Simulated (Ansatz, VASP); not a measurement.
## PbSe in VASP and in Ansatz

```
Pb Se
1.0
     0.00000    3.06969    3.06969
     3.06969    0.00000    3.06969
     3.06969    3.06969    0.00000
Pb Se
1 1
Direct
  0.00000 0.00000 0.00000
  0.50000 0.50000 0.50000
```

Alike in both runs: task single point; functional HSE06; k mesh 4 × 4 × 4; occupations gaussian, width 0.5 eV; no spin polarisation.

|  | VASP | Ansatz |
| --- | --- | --- |
| version | VASP 6.6.1 | Ansatz 0.2.0 |
| potentials or method | VASP PAW PBE potentials, release 64 (Pb_d, Se) | plane waves |
| plane-wave cutoff (eV) | 520 | 420 |
| valence electrons in the cell | 20 | 30 |

```tsv
	VASP	Ansatz	Ansatz less VASP
pressure (GPa)	0.5	0.6	+0.10
```

VASP's potentials hold 20 valence electrons a cell and Ansatz's 30, so a difference there can come from the potentials and not from the codes. Ansatz's warnings: stress exchange threshold loose, stress scf threshold loose.

The k mesh is coarse, so the values compare programs but aren't converged. Spin-orbit coupling is off throughout.
